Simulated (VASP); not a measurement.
# Pt in VASP: further runs

The runs below take Pt through single point, with r2SCAN.

All numbers are computed with VASP 6.6.1; they aren't measurements. Logs are shortened: lines on timing, memory, paths and dates and some standing lists are left out, and cuts for length are marked.

### 1 The cell of the first run

The structure is cubic, space group Im-3m (No. 229). Conventional cell: a = 3.263 Å, b = 3.263 Å, c = 3.263 Å, α = 90.00°, β = 90.00°, γ = 90.00°. Pt (site symmetry m-3m) has 14 Pt at 2.83 to 3.26 Å within 3.7 Å.

### 2 Single point, r2SCAN (strain +0.030 along x and y, +0.030 along z)

POSCAR

```
Pt
1.0
   -1.6317466000      1.6317466000      1.6317466000
    1.6317466000     -1.6317466000      1.6317466000
    1.6317466000      1.6317466000     -1.6317466000
Pt
1
Direct
    0.0000000000      0.0000000000      0.0000000000
```

INCAR.step1

```
  PREC = Accurate
  ENCUT = 520
  ISMEAR = 0
  SIGMA = 0.15
  LREAL = F
  LASPH = T
  NELM = 80
  NBANDS = 11
  GGA = PE
  ALGO = Normal
  EDIFF = 1E-4
  LWAVE = T
  LCHARG = F
```

INCAR.step2

```
  PREC = Accurate
  ENCUT = 520
  EDIFF = 1E-6
  ISMEAR = 0
  SIGMA = 0.15
  LREAL = F
  LASPH = T
  NELM = 80
  ALGO = Normal
  ISIF = 2
  LWAVE = F
  LCHARG = F
  METAGGA = R2SCAN
  LMIXTAU = T
  NBANDS = 11
  ISTART = 1
```

KPOINTS

```
Automatic mesh
0
Gamma
  22 22 22
```

Potentials or basis: VASP PAW PBE potentials, release 64 (Pt).

Run with:

```
$ cat potpaw_PBE.64/Pt/POTCAR > POTCAR
$ cp INCAR.step1 INCAR
$ mpirun -np 1 vasp_std > vasp.out
$ cp INCAR.step2 INCAR
$ mpirun -np 1 vasp_std > vasp.out
```

OUTCAR:

```text
PREC = Accurate
   ENCUT = 520
   EDIFF = 1E-6
   ISMEAR = 0
   LREAL = F
   LASPH = T
   NELM = 80
   ISIF = 2
   METAGGA = R2SCAN
   ISTART = 1

 ion  position               nearest neighbor table
   1  0.000  0.000  0.000-

  LATTYP: Found a body centered cubic cell.
 ALAT       =     3.2634932000

  Lattice vectors:

 A1 = (  -1.6317466000,   1.6317466000,   1.6317466000)
 A2 = (   1.6317466000,  -1.6317466000,   1.6317466000)
 A3 = (   1.6317466000,   1.6317466000,  -1.6317466000)

Analysis of symmetry for initial positions (statically):
=====================================================================
 Subroutine PRICEL returns:
 Original cell was already a primitive cell.

 Routine SETGRP: Setting up the symmetry group for a
 body centered cubic supercell.

 Subroutine GETGRP returns: Found 48 space group operations
 (whereof 48 operations were pure point group operations)
 out of a pool of 48 trial point group operations.

The static configuration has the point symmetry O_h .

Analysis of symmetry for dynamics (positions and initial velocities):
=====================================================================
 Subroutine PRICEL returns:
 Original cell was already a primitive cell.

 Routine SETGRP: Setting up the symmetry group for a
 body centered cubic supercell.

 Subroutine GETGRP returns: Found 48 space group operations
 (whereof 48 operations were pure point group operations)
 out of a pool of 48 trial point group operations.

The dynamic configuration has the point symmetry O_h .

 Subroutine INISYM returns: Found 48 space group operations
 (whereof 48 operations are pure point group operations),
 and found     1 'primitive' translations

----------------------------------------------------------------------------------------

                                     Primitive cell

  volume of cell :      17.3787

  direct lattice vectors                    reciprocal lattice vectors
    -1.631746600  1.631746600  1.631746600     0.000000000  0.306420127  0.306420127
     1.631746600 -1.631746600  1.631746600     0.306420127  0.000000000  0.306420127
     1.631746600  1.631746600 -1.631746600     0.306420127  0.306420127  0.000000000

  length of vectors
     2.826268016  2.826268016  2.826268016     0.433343499  0.433343499  0.433343499

  position of ions in fractional coordinates (direct lattice)
     0.000000000  0.000000000  0.000000000

  ion indices of the primitive-cell ions
   primitive index   ion index
                 1           1

----------------------------------------------------------------------------------------

 KPOINTS: Automatic mesh

Automatic generation of k-mesh.
 Grid dimensions read from file:
 generate k-points for:   22   22   22

 Generating k-lattice:

  Cartesian coordinates                     Fractional coordinates (reciprocal lattice)
     0.000000000  0.013928188  0.013928188     0.045454545  0.000000000  0.000000000
     0.013928188  0.000000000  0.013928188     0.000000000  0.045454545  0.000000000
     0.013928188  0.013928188  0.000000000     0.000000000  0.000000000  0.045454545

  Length of vectors
     0.019697432  0.019697432  0.019697432

  Shift w.r.t. Gamma in fractional coordinates (k-lattice)
     0.000000000  0.000000000  0.000000000

 Subroutine IBZKPT returns following result:
 ===========================================

 Found    328 irreducible k-points:

 Following reciprocal coordinates:
            Coordinates               Weight
  0.000000  0.000000  0.000000      1.000000
  0.045455  0.000000  0.000000     12.000000
  0.090909  0.000000  0.000000     12.000000
  0.136364  0.000000  0.000000     12.000000
  0.181818  0.000000  0.000000     12.000000
  0.227273  0.000000  0.000000     12.000000
[... 16 lines left out ...]
  0.090909  0.090909  0.000000     24.000000
  0.136364  0.090909  0.000000     48.000000
 [... further k-points ...]
   k-points           NKPTS =    328   k-points in BZ     NKDIM =    328   number of bands    NBANDS=     11
   number of dos      NEDOS =    301   number of ions     NIONS =      1
   total plane-waves  NPLWV =  13824
   dimension x,y,z NGX =    24 NGY =   24 NGZ =   24
   dimension x,y,z NGXF=    48 NGYF=   48 NGZF=   48
   ions per type =               1
   NGX,Y,Z   is equivalent  to a cutoff of  14.12, 14.12, 14.12 a.u.
   NGXF,Y,Z  is equivalent  to a cutoff of  28.23, 28.23, 28.23 a.u.
 SYSTEM =  unknown system
   PREC   = accura    normal or accurate (medium, high low for compatibility)
   ISTART =      1    job   : 0-new  1-cont  2-samecut
   ICHARG =      0    charge: 1-file 2-atom 10-const
   ISPIN  =      1    spin polarized calculation?
   LNONCOLLINEAR =      F non collinear calculations
   LSORBIT =      F    spin-orbit coupling
   LASPH  =      T    aspherical Exc in radial PAW
   ENCUT  =  520.0 eV  38.22 Ry    6.18 a.u.   5.25  5.25  5.25*2*pi/ulx,y,z
   NELM   =     80;   NELMIN=  2; NELMDL=  0     # of ELM steps
[... 28 lines left out ...]
   IVDW    =     0    specifies the selected vdW correction
   LEPSILON=     F    determine dielectric tensor
   LRPA    =     F    only Hartree local field effects (RPA)
 non-spin polarized calculation
 Gauss-broadening in eV      SIGMA  =   0.15
  energy-cutoff  :      520.00
  volume of cell :       17.38
 maximum number of plane-waves:       478
 NGX is ok and might be reduce to    24
   NGX = 11   NGY = 11   NGZ = 11

 number of electron      10.0000001 magnetization

 Free energy of the ion-electron system (eV)
  ---------------------------------------------------
  ext. energy  EPLUGINS =         0.00000000
  ---------------------------------------------------
  free energy    TOTEN  =       -51.27002724 eV

  energy without entropy =      -51.25608840  energy(sigma->0) =      -51.26305782

 E-fermi :   8.3482     XC(G=0): -13.6051

 val. band max:        8.3429141403   @ k =  -0.3636   0.5000   0.1818
 cond. band min:       8.3521577779   @ k =  -0.3636   0.4091   0.1364
 fundamental gap:      0.0092436376
 Fermi energy:         8.3481858813

 k-point     1 :       0.0000    0.0000    0.0000
  band No.  band energies     occupation
      1      -0.3883      2.00000
      2       5.2423      2.00000
      3       5.2423      2.00000
      4       5.2423      2.00000
      5       7.4012      2.00000
      6       7.4012      2.00000
      7      26.4202      0.00000
      8      26.4202      0.00000
      9      26.4202      0.00000
     10      35.0874      0.00000
     11      35.0874      0.00000

 k-point     2 :       0.0455    0.0000    0.0000
  band No.  band energies     occupation
      1      -0.3080      2.00000
      2       5.2136      2.00000
      3       5.2438      2.00000
      4       5.3034      2.00000
      5       7.3648      2.00000
      6       7.4030      2.00000
      7      26.4523      0.00000
      8      26.4531      0.00000
      9      26.5306      0.00000
     10      33.7655      0.00000
     11      34.0285      0.00000

 k-point     3 :       0.0909    0.0000    0.0000
  band No.  band energies     occupation
      1      -0.0710      2.00000
      2       5.1306      2.00000
      3       5.2454      2.00000
      4       5.4845      2.00000
      5       7.2698      2.00000
      6       7.4088      2.00000
      7      26.4716      0.00000
      8      26.5062      0.00000
      9      26.8561      0.00000
     10      32.4508      0.00000
     11      32.4931      0.00000

 k-point     4 :       0.1364    0.0000    0.0000
  band No.  band energies     occupation
      1       0.3091      2.00000
      2       5.0027      2.00000
      3       5.2415      2.00000
      4       5.7796      2.00000
      5       7.1539      2.00000
      6       7.4200      2.00000
      7      26.1900      0.00000
      8      26.4454      0.00000
      9      27.3797      0.00000
     10      31.1722      0.00000
     11      31.5552      0.00000
[... 239 lines left out ...]
 k-point    22 :       0.4545    0.0455    0.0000
  band No.  band energies     occupation
      1       2.5308      2.00000
      2       4.0127      2.00000
      3       7.2160      2.00000
      4       7.5139      2.00000
      5       8.6003      0.01745
      6       9.8230      0.00000
      7      14.3136      0.00000
      8      22.3826      0.00000
      9      23.9497      0.00000
     10      32.7087      0.00000
     11      33.0062      0.00000

 k-point    23 :       0.0909    0.0909    0.0000
  band No.  band energies     occupation
      1       0.5317      2.00000
      2       5.0074      2.00000
      3       5.1136      2.00000
      4       6.0044      2.00000
      5       7.0704      2.00000
      6       7.4551      2.00000
      7      26.0931      0.00000
      8      26.4723      0.00000
      9      27.2927      0.00000
     10      29.9175      0.00000
     11      31.5638      0.00000

 k-point    24 :       0.1364    0.0909    0.0000
  band No.  band energies     occupation
      1       1.0182      2.00000
      2       4.8725      2.00000
      3       5.0588      2.00000
      4       6.4354      2.00000
      5       6.9751      2.00000
      6       7.4954      2.00000
      7      25.2823      0.00000
      8      25.7871      0.00000
      9      27.7745      0.00000
     10      28.8836      0.00000
     11      31.3804      0.00000

 [... further k-points ...]
[... 5 lines left out ...]
  --------------------------------------------------------------------------------------
  -------------------------------------------------------------------------------------
  Total       -2.3402655     -2.3402655     -2.3402655      0.0000000      0.0000000      0.0000000
  in kB     -215.7533608   -215.7533608   -215.7533608      0.0000000      0.0000000      0.0000000
  external PRESSURE =    -215.7533608 kB  Pullay stress =       0.0000000 kB

 VOLUME and BASIS-vectors are now :
 -----------------------------------------------------------------------------
  energy-cutoff  :      520.00
  volume of cell :       17.38
      direct lattice vectors                 reciprocal lattice vectors
    -1.631746600  1.631746600  1.631746600     0.000000000  0.306420127  0.306420127
     1.631746600 -1.631746600  1.631746600     0.306420127  0.000000000  0.306420127
     1.631746600  1.631746600 -1.631746600     0.306420127  0.306420127  0.000000000

 POSITION                                       TOTAL-FORCE (eV/Angst)
 -----------------------------------------------------------------------------------
      0.00000      0.00000      0.00000        -0.000000      0.000000     -0.000000
 -----------------------------------------------------------------------------------
    total drift:                               -0.000000     -0.000000      0.000000

  FREE ENERGIE OF THE ION-ELECTRON SYSTEM (eV)
  ---------------------------------------------------
  free  energy   TOTEN  =       -51.2700272427 eV

  energy  without entropy=      -51.2560883983  energy(sigma->0) =      -51.26305782
```

It took 2.6 min on 1 thread of AMD EPYC 9R45 (Zen 5), shared host; peak memory 0.17 GiB.

What came out:

```yaml
Free_energy: -51.2700 eV
Pressure: -21.6 GPa
Band_gap_on_the_k_mesh: zero (band 5 reaches 9.25 eV, above the bottom of band 6 at 7.27 eV)
```

Levels at points of the mesh, in eV from the Fermi level:
```tsv
k point	band 1	band 2	band 3	band 4	band 5	band 6	band 7	band 8	band 9	band 10
(0.00, 0.00, 0.00)	-8.74	-3.11	-3.11	-3.11	-0.95	-0.95	18.07	18.07	18.07	26.74
(0.50, 0.00, 0.00)	-5.87	-4.36	-1.11	-0.70	0.79	0.91	5.83	14.01	15.76	24.39
(0.50, 0.50, 0.50)	-5.38	-5.38	0.46	0.46	0.46	7.88	7.88	7.88	12.05	18.57
```

Caveat: the cell differs from its parent crystal (strain +0.030 along x and y, +0.030 along z); the PAW data sets were made with another functional, which shifts forces and pressure a little; spin-orbit coupling is left out, which moves the levels of the heavy elements.

### 3 Single point, r2SCAN (strain +0.030 along x and y, +0.000 along z)

POSCAR

```
Pt
1.0
   -1.6317466000      1.6317466000      1.5842200000
    1.6317466000     -1.6317466000      1.5842200000
    1.6317466000      1.6317466000     -1.5842200000
Pt
1
Direct
    0.0000000000      0.0000000000      0.0000000000
```

INCAR.step1

```
  ALGO = Normal
  EDIFF = 1E-4
  ENCUT = 520
  GGA = PE
  ISMEAR = 0
  LASPH = T
  LCHARG = F
  LREAL = F
  LWAVE = T
  NBANDS = 11
  NELM = 60
  PREC = Accurate
  SIGMA = 0.15
```

INCAR.step2

```
  ALGO = Normal
  EDIFF = 1E-7
  ENCUT = 520
  ISIF = 2
  ISMEAR = 0
  ISTART = 1
  LASPH = T
  LCHARG = F
  LMIXTAU = T
  LREAL = F
  LWAVE = F
  METAGGA = R2SCAN
  NBANDS = 11
  NELM = 60
  PREC = Accurate
  SIGMA = 0.15
```

KPOINTS

```
k-points
0
Gamma
  22 22 22
```

Potentials or basis: VASP PAW PBE potentials, release 64 (Pt).

Run with:

```
$ cat potpaw_PBE.64/Pt/POTCAR > POTCAR
$ cp INCAR.step1 INCAR
$ mpirun -np 1 vasp_std > vasp.out
$ cp INCAR.step2 INCAR
$ mpirun -np 1 vasp_std > vasp.out
```

Run time: 6.4 min. Hardware: 1 thread of AMD EPYC 9R45 (Zen 5), shared host; peak memory 0.25 GiB.

It converged, with:

```yaml
Free_energy: -51.3339 eV
Pressure: -17.4 GPa
Band_gap_on_the_k_mesh: zero (band 5 reaches 9.80 eV, above the bottom of band 6 at 7.72 eV)
```

Stress tensor (GPa, compression positive):
```
-16.58   0.00   0.00
  0.00 -16.58   0.00
  0.00   0.00 -18.92
```

Levels at points of the mesh, in eV from the Fermi level:
```tsv
k point	band 1	band 2	band 3	band 4	band 5	band 6	band 7	band 8	band 9	band 10
(0.00, 0.00, 0.00)	-9.04	-3.40	-3.17	-3.17	-1.15	-0.86	17.90	17.90	18.49	26.94
(0.50, 0.00, 0.00)	-6.12	-4.65	-1.11	-0.63	0.74	0.98	6.15	13.92	15.79	24.57
(0.50, 0.50, 0.00)	-6.17	-4.39	-1.36	-0.82	0.57	0.93	5.90	14.30	16.52	24.39
(0.50, 0.50, 0.50)	-5.65	-5.65	0.46	0.46	0.55	7.65	7.65	8.57	12.44	18.65
```

Caveat: the cell differs from its parent crystal (strain +0.030 along x and y, +0.000 along z); the PAW data sets were made with another functional, which shifts forces and pressure a little; spin-orbit coupling is left out, which moves the levels of the heavy elements.

### 4 Single point, r2SCAN (strain +0.015 along x and y, +0.030 along z)

POSCAR

```
Pt
1.0
   -1.6079833000      1.6079833000      1.6317466000
    1.6079833000     -1.6079833000      1.6317466000
    1.6079833000      1.6079833000     -1.6317466000
Pt
1
Direct
    0.0000000000      0.0000000000      0.0000000000
```

INCAR.step1

```
SYSTEM = Pt
ALGO = Normal ; EDIFF = 1E-4
ENCUT = 520 ; GGA = PE
ISMEAR = 0 ; LASPH = .TRUE.
LCHARG = .FALSE. ; LREAL = .FALSE.
LWAVE = .TRUE. ; NBANDS = 11
NELM = 60 ; PREC = Accurate
SIGMA = 0.15
```

INCAR.step2

```
SYSTEM = Pt
ALGO = Normal ; EDIFF = 1E-6
ENCUT = 520 ; ISIF = 2
ISMEAR = 0 ; ISTART = 1
LASPH = .TRUE. ; LCHARG = .FALSE.
LMIXTAU = .TRUE. ; LREAL = .FALSE.
LWAVE = .FALSE. ; METAGGA = R2SCAN
NBANDS = 11 ; NELM = 60
PREC = Accurate ; SIGMA = 0.15
```

KPOINTS

```
k-points
0
G
  22 22 22
  0 0 0
```

Run with:

```
$ cat potpaw_PBE.64/Pt/POTCAR > POTCAR
$ cp INCAR.step1 INCAR
$ mpirun -np 1 vasp_std > vasp.out
$ cp INCAR.step2 INCAR
$ mpirun -np 1 vasp_std > vasp.out
```

It took 6 min on 1 thread of AMD EPYC 9R45 (Zen 5), shared host; peak memory 0.25 GiB.

The run converged. Its results:

```
Free energy            : -51.3316 eV
Pressure               : -17.4 GPa
Band gap on the k mesh : zero (band 5 reaches 9.80 eV, above the bottom of band 6 at 7.73 eV)
```

Stress tensor (GPa, compression positive):
```
-17.70   0.00   0.00
  0.00 -17.70   0.00
  0.00   0.00 -16.66
```

Levels at points of the mesh, in eV from the Fermi level:
| k point | band 2 | band 3 | band 4 | band 5 | band 6 | band 7 | band 8 | band 9 |
| --- | --- | --- | --- | --- | --- | --- | --- | --- |
| (0.00, 0.00, 0.00) | -3.28 | -3.28 | -3.17 | -1.06 | -0.92 | 17.90 | 18.19 | 18.19 |
| (0.50, 0.00, 0.00) | -4.52 | -1.21 | -0.74 | 0.66 | 0.96 | 6.02 | 14.11 | 16.15 |
| (0.50, 0.50, 0.00) | -4.65 | -1.06 | -0.68 | 0.75 | 0.99 | 6.15 | 13.92 | 15.79 |
| (0.50, 0.50, 0.50) | -5.64 | 0.47 | 0.51 | 0.51 | 7.66 | 8.11 | 8.11 | 12.46 |

Caveat: the cell differs from its parent crystal (strain +0.015 along x and y, +0.030 along z); the PAW data sets were made with another functional, which shifts forces and pressure a little; spin-orbit coupling is left out, which moves the levels of the heavy elements.

### 5 Single point, r2SCAN (strain +0.030 along x and y, +0.015 along z)

POSCAR

```
Pt
1.0
   -1.6317466000      1.6317466000      1.6079833000
    1.6317466000     -1.6317466000      1.6079833000
    1.6317466000      1.6317466000     -1.6079833000
Pt
1
Direct
    0.0000000000      0.0000000000      0.0000000000
```

INCAR.step1

```
SYSTEM = Pt
ALGO     = Normal         ! electronic algorithm
EDIFF    = 1E-4           ! SCF threshold, eV
ENCUT    = 520            ! plane-wave cutoff, eV
GGA      = PE             ! functional
ISMEAR   = 0              ! smearing method
LASPH    = .TRUE.         ! aspherical terms in the spheres
LCHARG   = .FALSE.        ! write CHGCAR
LREAL    = .FALSE.        ! projectors in reciprocal space
LWAVE    = .TRUE.         ! write WAVECAR
NBANDS   = 11             ! bands
NELM     = 60             ! most SCF steps
PREC     = Accurate       ! precision mode
SIGMA    = 0.15           ! smearing width, eV
```

INCAR.step2

```
SYSTEM = Pt
ALGO     = Normal         ! electronic algorithm
EDIFF    = 1E-6           ! SCF threshold, eV
ENCUT    = 520            ! plane-wave cutoff, eV
ISIF     = 2              ! what is computed and relaxed
ISMEAR   = 0              ! smearing method
ISTART   = 1            
LASPH    = .TRUE.         ! aspherical terms in the spheres
LCHARG   = .TRUE.         ! write CHGCAR
LELF     = .TRUE.         ! ELF
LMIXTAU  = .TRUE.       
LREAL    = .FALSE.        ! projectors in reciprocal space
LVHAR    = .TRUE.       
LWAVE    = .FALSE.        ! write WAVECAR
METAGGA  = R2SCAN         ! meta-GGA
NBANDS   = 11             ! bands
NELM     = 60             ! most SCF steps
PREC     = Accurate       ! precision mode
SIGMA    = 0.15           ! smearing width, eV
```

KPOINTS is that of step 4.

Run with:

```
$ cat potpaw_PBE.64/Pt/POTCAR > POTCAR
$ cp INCAR.step1 INCAR
$ mpirun -np 1 vasp_std > vasp.out
$ cp INCAR.step2 INCAR
$ mpirun -np 1 vasp_std > vasp.out
```

It took 6 min on 1 thread of AMD EPYC 9R45 (Zen 5), shared host; peak memory 0.25 GiB.

It converged, with:

| Property | Result |
| --- | --- |
| Free energy | -51.3030 eV |
| Pressure | -19.6 GPa |
| Band gap on the k mesh | zero (band 5 reaches 9.52 eV, above the bottom of band 6 at 7.52 eV) |

Stress tensor (GPa, compression positive):
```
-19.22   0.00   0.00
  0.00 -19.22   0.00
  0.00   0.00 -20.28
```

Levels at points of the mesh, in eV from the Fermi level:
```
           k point  band 2  band 3  band 4  band 5  band 6  band 7  band 8  band 9
(0.00, 0.00, 0.00)   -3.25   -3.14   -3.14   -1.04   -0.90   17.99   17.99   18.28
(0.50, 0.00, 0.00)   -4.50   -1.10   -0.68    0.77    0.95    5.99   13.97   15.78
(0.50, 0.50, 0.00)   -4.38   -1.23   -0.76    0.68    0.92    5.86   14.16   16.13
(0.50, 0.50, 0.50)   -5.51    0.46    0.46    0.51    7.77    7.77    8.22   12.25
```

Caveat: the cell differs from its parent crystal (strain +0.030 along x and y, +0.015 along z); the PAW data sets were made with another functional, which shifts forces and pressure a little; spin-orbit coupling is left out, which moves the levels of the heavy elements.

### 6 Overview

```csv
cell,gap on the mesh (eV),pressure (GPa)
"a = 2.826 Å, angles 109.5°, 1 atom",none,-21.6
"a = 2.799 Å, angles 108.7, 108.7, 111.1°, 1 atom",none,-17.4
"a = 2.799 Å, angles 109.9, 109.9, 108.7°, 1 atom",none,-17.4
"a = 2.813 Å, angles 109.1, 109.1, 110.3°, 1 atom",none,-19.6
```

Alike in all rows: task single point; level r2SCAN; potentials or basis VASP PAW PBE potentials, release 64 (Pt); no spin polarisation; k mesh 22 × 22 × 22; cutoff (eV) 520; smearing gaussian 0.15 eV.

Caveats: the PAW data sets were made with another functional, which shifts forces and pressure a little; spin-orbit coupling is left out, which moves the levels of the heavy elements.

Absolute energies hang on the potentials; compare differences alone.
